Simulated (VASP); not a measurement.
Input of a VASP 6.6.1 run:

INCAR

```
SYSTEM = GaAs
PREC     = Accurate       ! precision mode
ENCUT    = 520            ! plane-wave cutoff, eV
EDIFF    = 1E-7           ! SCF threshold, eV
ISMEAR   = 0              ! smearing method
SIGMA    = 0.01           ! smearing width, eV
LREAL    = .False.        ! projectors in reciprocal space
LASPH    = .True.         ! aspherical terms in the spheres
NELM     = 100            ! most SCF steps
ALGO     = Normal         ! electronic algorithm
ISIF     = 2              ! what is computed and relaxed
LWAVE    = .False.        ! write WAVECAR
LCHARG   = .False.        ! write CHGCAR
GGA      = CA             ! functional
NBANDS   = 16             ! bands
```

The input KPOINTS:

```
regular mesh
0
Gamma
  12 12 12
  0 0 0
```

POSCAR

```
GaAs
1.0
    0.0000000000      2.8015378569      2.8015378569
    2.8015378569      0.0000000000      2.8015378569
    2.8015378569      2.8015378569      0.0000000000
Ga As
1 1
Direct
    0.0000000000      0.0000000000      0.0000000000
    0.7500000000      0.7500000000      0.7500000000
```

Potentials or basis: VASP PAW LDA potentials, release 64 (Ga_d, As).

Run with:

```console
$ cat potpaw_LDA.64/Ga_d/POTCAR potpaw_LDA.64/As/POTCAR > POTCAR
$ mpirun -np 1 vasp_std > vasp.out
```

(1) Estimate the pressure.

(2) What does it give for the band gap on the k mesh?

Results:

(1) 0.3 GPa.

(2) 0.54 eV.
